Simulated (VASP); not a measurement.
Set up this calculation in VASP 6.6.1, as the native input.

| Property | Result |
| --- | --- |
| Task | single point |
| Functional | r2SCAN |
| Potentials or basis | VASP PAW PBE potentials, release 64 (Ti_sv) |
| Cutoff | 520 eV |
| k mesh | 18 × 18 × 10 |
| Occupations | methfessel-paxton, width 0.05 eV |
| Spin | no spin polarisation |
| Dipole correction | no |
| Further INCAR settings | ALGO = Normal; EDIFF = 1e-06; NBANDS = 19 |

Ti:

```
Ti
1.0
     2.72960    0.00000    0.00000
    -1.36480    2.36390    0.00000
     0.00000    0.00000    4.63842
Ti
2
Direct
  0.33333 0.66667 0.25000
  0.66667 0.33333 0.75000
```

One way to write it, as run:

POSCAR

```
Ti
1.0
    2.7296000000      0.0000000000      0.0000000000
   -1.3648000000      2.3639029422      0.0000000000
    0.0000000000      0.0000000000      4.6384185731
Ti
2
Direct
    0.3333333333      0.6666666667      0.2500000000
    0.6666666667      0.3333333333      0.7500000000
```

INCAR.step1

```
PREC = Accurate
ENCUT = 520
ISMEAR = 1
SIGMA = 0.05
LREAL = F
LASPH = T
NELM = 100
NBANDS = 19
GGA = PE
ALGO = Normal
EDIFF = 1E-4
LWAVE = T
LCHARG = F
```

INCAR.step2

```
PREC = Accurate
ENCUT = 520
EDIFF = 1E-6
ISMEAR = 1
SIGMA = 0.05
LREAL = F
LASPH = T
NELM = 100
ALGO = Normal
ISIF = 2
LWAVE = F
LCHARG = T
METAGGA = R2SCAN
LMIXTAU = T
LELF = T
LVHAR = T
NBANDS = 19
ISTART = 1
```

KPOINTS

```
regular mesh
0
Gamma
  18 18 10
```

Potentials or basis: VASP PAW PBE potentials, release 64 (Ti_sv).

Launch:

```console
$ cat potpaw_PBE.64/Ti_sv/POTCAR > POTCAR
$ cp INCAR.step1 INCAR
$ mpirun -np 1 vasp_std > vasp.out
$ cp INCAR.step2 INCAR
$ mpirun -np 1 vasp_std > vasp.out
```

It gave:

```yaml
Pressure: 22.2 GPa
Band_gap_on_the_k_mesh: zero (bands 12 and 13 overlap by 0.98 eV)
```

Caveat: the cell stands under pressure; the PAW data sets were made with another functional, which shifts forces and pressure a little.

Run time: 4.9 min on 1 thread of Intel(R) Xeon(R) Platinum 8488C (Sapphire Rapids), with other jobs on the host, peak memory 0.22 GiB.
